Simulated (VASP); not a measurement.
# SiO2: relaxation of cell and atoms with PBE

Crystal: SiO2.

```
CELL_PARAMETERS angstrom
-1.55976 1.55976 3.82628
1.55976 -1.55976 3.82628
1.55976 1.55976 -3.82628
ATOMIC_POSITIONS crystal
Si 0.00000 0.00000 0.00000
O 0.66500 0.66500 0.00000
O 0.33500 0.33500 0.00000
```

```json
{
 "Program": "VASP 6.6.1",
 "Task": "relaxation of cell and atoms",
 "Functional": "PBE",
 "Potentials or basis": "VASP PAW PBE potentials, release 64 (Si, O)",
 "Cutoff": "600 eV",
 "k mesh": "8 × 8 × 8",
 "Occupations": "gaussian, width 0.1 eV",
 "Spin": "collinear spin, ferromagnetic start",
 "Starting moments": "[0.0, 0.81, 0.81] μB",
 "Dipole correction": "no",
 "Further INCAR settings": "ALGO = Normal; EDIFF = 1e-06; IBRION = 2; EDIFFG = -0.04; NSW = 90; ISIF = 3"
}
```

```json
{
  "Relaxed volume": "9.39 Å³/atom",
  "Relaxed cell": "a = 5.126 Å, b = 5.126 Å, c = 5.126 Å, α = 152.76°, β = 152.76°, γ = 38.90°",
  "Space group after relaxing (to 0.1 Å)": "I4/mmm (No. 139)",
  "Pressure after relaxing": "0.1 GPa",
  "Largest force after relaxing": "0.026 eV/Å",
  "Band gap on the k mesh": "0.10 eV (least direct gap 0.47 eV)",
  "Net moment": "0.00 μB per cell",
  "Valence electrons inside the program's atomic spheres": "Si 1.31; O 5.02"
}
```

Forces in eV/Å, atoms in the order of the input:
```
Si   0.000  0.000  0.000
O    0.000  0.000 -0.026
O    0.000  0.000  0.026
```

Stress tensor (GPa, compression positive):
```
0.06 0.00 0.00
0.00 0.06 0.00
0.00 0.00 0.16
```

Final structure:
```
CELL_PARAMETERS angstrom
-1.20699 1.20699 4.83331
1.20699 -1.20699 4.83331
1.20699 1.20699 -4.83331
ATOMIC_POSITIONS crystal
Si 0.00000 0.00000 0.00000
O 0.61245 0.61245 0.00000
O 0.38755 0.38755 0.00000
```

Levels at points of the mesh, in eV from the valence-band top:
Spin up:
```tsv
k point	band 4	band 5	band 6	band 7	band 8	band 9	band 10	band 11	band 12	band 13
(0.00, 0.00, 0.00)	-2.35	-2.35	-1.07	-1.07	-0.88	1.38	6.42	7.15	12.39	13.43
(0.50, 0.00, 0.00)	-7.06	-5.28	-1.40	-0.72	-0.23	3.95	5.96	11.39	11.80	12.72
(0.50, 0.50, 0.00)	-8.30	-5.10	-4.92	-3.53	-0.37	0.10	4.80	5.89	6.31	16.72
(0.50, 0.50, 0.50)	-2.42	-2.41	-2.41	-1.00	-1.00	2.12	6.08	7.13	12.55	13.61
```
Spin down:
```csv
k point,band 4,band 5,band 6,band 7,band 8,band 9,band 10,band 11,band 12,band 13
"(0.00, 0.00, 0.00)",-2.35,-2.35,-1.07,-1.07,-0.88,1.38,6.42,7.15,12.39,13.43
"(0.50, 0.00, 0.00)",-7.06,-5.28,-1.40,-0.72,-0.23,3.95,5.96,11.39,11.80,12.72
"(0.50, 0.50, 0.00)",-8.30,-5.10,-4.92,-3.53,-0.37,0.10,4.80,5.89,6.31,16.72
"(0.50, 0.50, 0.50)",-2.42,-2.41,-2.41,-1.00,-1.00,2.12,6.08,7.13,12.55,13.61
```

Run time: 13 min on 1 thread of AMD EPYC 9R45 96-Core Processor (Zen 5) (shared host), peak memory 0.25 GiB.

Caveat: the volume moved by over 15 % at a fixed basis, so the end points are rough. A k mesh can miss the band edges.
